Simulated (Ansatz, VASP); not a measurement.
ScAl3: VASP beside Ansatz

```
Sc Al
1.0
     3.92429    0.00000    0.00000
     0.00000    3.92429    0.00000
     0.00000    0.00000    4.08781
Sc Al
1 3
Direct
  0.00000 0.00000 0.00000
  0.50000 0.50000 0.00000
  0.00000 0.50000 0.50000
  0.50000 0.00000 0.50000
```

Alike in both runs: functional PBE; k mesh 6 × 6 × 6; occupations fermi-dirac, width 0.05 eV; no spin polarisation.

```csv
,VASP,Ansatz
version,VASP 6.6.1,Ansatz 0.2.0
potentials or method,"VASP PAW PBE potentials, release 64 (Sc_sv, Al)",Ansatz PAW
plane-wave cutoff (eV),520,420
valence electrons in the cell,20,20
task,single point,band structure
```

VASP gave:

```
gap on the k mesh at the Fermi level (eV)                     : none
pressure (GPa)                                                : 10.1
traceless stress, the component that is largest in VASP (GPa) : -4.21
```

Estimate Ansatz's values.

gap on the k mesh at the Fermi level (eV): none; pressure (GPa): 10.0; traceless stress, the component that is largest in VASP (GPa): -4.20.

A gap of «none» marks a metal or a gap that the smearing closes. The functional is the same, so the differences come from potentials, cutoffs and numerics.
